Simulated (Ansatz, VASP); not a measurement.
Os: VASP beside Ansatz

INCAR

```
SYSTEM = Os
ALGO = Normal
EDIFF = 1E-6
EDIFFG = -0.005
ENCUT = 600
GGA = PE
GGA_COMPAT = .False.
IBRION = 2
ISIF = 3
ISMEAR = -1
LASPH = .True.
LCHARG = .False.
LMAXMIX = 4
LORBIT = 11
LORBMOM = .True.
LREAL = .False.
LSORBIT = .True.
LWAVE = .False.
MAGMOM = 0 0 0
NELM = 150
NSW = 45
PREC = Accurate
SIGMA = 0.05
```

KPOINTS

```
k-points
0
Gamma
  19 19 19
  0 0 0
```

Contents of POSCAR:

```
Os
1.0
   -1.5474325327      1.5474325327      1.5474325327
    1.5474325327     -1.5474325327      1.5474325327
    1.5474325327      1.5474325327     -1.5474325327
Os
1
Direct
    0.0000000000      0.0000000000      0.0000000000
```

Input for Ansatz:

```yaml
crystal:
  lattice:
    - [-1.5474325327, 1.5474325327, 1.5474325327]
    - [1.5474325327, -1.5474325327, 1.5474325327]
    - [1.5474325327, 1.5474325327, -1.5474325327]
  atoms:
    - { symbol: Os, position: [0.0, 0.0, 0.0] }
kpoints:
  mp_grid: { grid: [19, 19, 19] }
scf:
  occupations: { method: fermi_dirac, width: 0.05 }
hamiltonian:
  xc: pbe
  pseudopotentials: { kind: all_electron, lapw: { basis_error: 0.0005 } }
output:
  forces: true
  stress: true
  eigenvalues: true
  populations: true
relax:
  f_tol: 0.005
  max_steps: 25
  cell: {}
magnetization:
  noncollinear: true
  spin_orbit: true
```

Alike in both runs: task relaxation of cell and atoms; functional PBE; k mesh 19 × 19 × 19; occupations fermi-dirac, width 0.05 eV; non-collinear spin, spin-orbit coupling.

|  | VASP | Ansatz |
| --- | --- | --- |
| version | VASP 6.6.1 | Ansatz 0.2.0 |
| potentials or method | VASP PAW PBE potentials, release 64 (Os), cutoff 600 eV | all-electron LAPW |

```tsv
	VASP	Ansatz	Ansatz less VASP
relaxed volume (Å³/atom)	14.83	14.82	-0.012
relaxed length of the cell vector where the two differ most in proportion (Å)	2.681	2.680	-0.0007
```

Ansatz ran all-electron here, and VASP with PAW potentials.
